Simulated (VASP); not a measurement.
Wanted: the native input for a VASP 6.6.1 run.

```
Task                   : single point
Functional             : PBE
Dispersion             : D3(BJ)
Potentials or basis    : VASP PAW PBE potentials, release 64 (Pb_d, S)
Cutoff                 : 520 eV
k mesh                 : 2 × 2 × 2, shifted
Occupations            : fermi-dirac, width 0.1034 eV
Spin                   : no spin polarisation
Dipole correction      : no
Further INCAR settings : LREAL = Auto; ALGO = Normal; EDIFF = 1e-06; NBANDS = 94
```

The structure of PbS lies in POSCAR:

```
PbS
1.0
    6.0080352647      0.0000000000      6.0080352647
    6.0080352647      6.0080352647      0.0000000000
    0.0000000000      6.0080352647      6.0080352647
Pb S
8 8
Direct
    0.0028904624      0.0145118988      0.0114663109
    0.0032663756      0.5024040917     -0.0248927467
    0.5101132675     -0.0216404356      0.0131696131
    0.4916530729      0.5033159538     -0.0073378398
   -0.0025033974      0.0161933970      0.4714502121
    0.0007102155      0.4873779648      0.5176798842
    0.4919553348     -0.0227313912      0.5001348806
    0.5027341497      0.5151828116      0.5199467650
    0.2369486758      0.2491972723      0.2751200563
    0.2481962795      0.7317347196      0.2681342451
    0.7593019680      0.2868561725      0.2376495705
    0.7837761918      0.7714248995      0.2153902138
    0.2682800498      0.2429090269      0.7240966153
    0.2627400524      0.7740915782      0.7189311164
    0.7169044971      0.2494886321      0.7665346985
    0.7185574501      0.7291046585      0.7836920545
```

This cell differs from its parent crystal: dynamics (nve) at 1200 K, volume x 1.04, from the last frame before.

One way to write it, as run:

INCAR

```
PREC = Accurate
ENCUT = 520
EDIFF = 1E-6
ISMEAR = -1
SIGMA = 0.1034
LREAL = Auto
LASPH = True
NELM = 80
ALGO = Normal
ISIF = 2
LWAVE = False
LCHARG = True
GGA = PE
IVDW = 12
LELF = True
LVHAR = True
NBANDS = 94
```

KPOINTS

```
Automatic mesh
0
Gamma
  2 2 2
  0.5 0.5 0.5
```

Potentials or basis: VASP PAW PBE potentials, release 64 (Pb_d, S).

Run with:

```bash
$ cat potpaw_PBE.64/Pb_d/POTCAR potpaw_PBE.64/S/POTCAR > POTCAR
$ mpirun -np 1 vasp_std > vasp.out
```

It gave:

* Pressure: -0.8 GPa
* Largest force: 1.241 eV/Å
* Band gap on the k mesh: 1.43 eV
* Dispersion energy per atom: -0.334 eV

Caveat: the atoms stand as in a frame of molecular dynamics; spin-orbit coupling is left out, which moves the levels of the heavy elements; a shifted mesh leaves out Γ, where band edges can lie; forces of over 1 eV/Å act on the atoms, so gaps and moduli don't describe the material at rest.

Run time: 24 min on 1 thread of AMD EPYC 7R43 64-Core Processor (Zen 3), with other jobs on the host, peak memory 0.73 GiB.
